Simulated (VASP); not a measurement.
Here is a VASP 6.6.1 calculation.

INCAR

```
ALGO = Normal ; EDIFF = 1E-6
ENCUT = 520 ; GGA = PE
ISIF = 2 ; ISMEAR = -1
LASPH = True ; LCHARG = False
LREAL = False ; LWAVE = False
NBANDS = 13 ; NELM = 100
PREC = Accurate ; SIGMA = 0.06122561905347299
```

Contents of KPOINTS:

```
k-points
0
Gamma
  21 21 21
```

The input POSCAR:

```
W
1.0
    2.6938066916      0.0000000000      0.0000000000
    0.0000000000      2.6938066916      0.0000000000
    0.0000000000      0.0000000000      2.6938066916
W
1
Direct
    0.0000000000      0.0000000000      0.0000000000
```

Potentials or basis: VASP PAW PBE potentials, release 64 (W_sv).

The run is started by

```bash
$ cat potpaw_PBE.64/W_sv/POTCAR > POTCAR
$ mpirun -np 1 vasp_std > vasp.out
```

**Question.** What does it give for the band gap on the k mesh?

**Answer.** Zero (bands 7 and 8 overlap by 2.61 eV).

**Question.** Estimate the pressure.

**Answer.** -11.4 GPa.

Caveat: the cell stands under tension; spin-orbit coupling is left out, which moves the levels of the heavy elements.
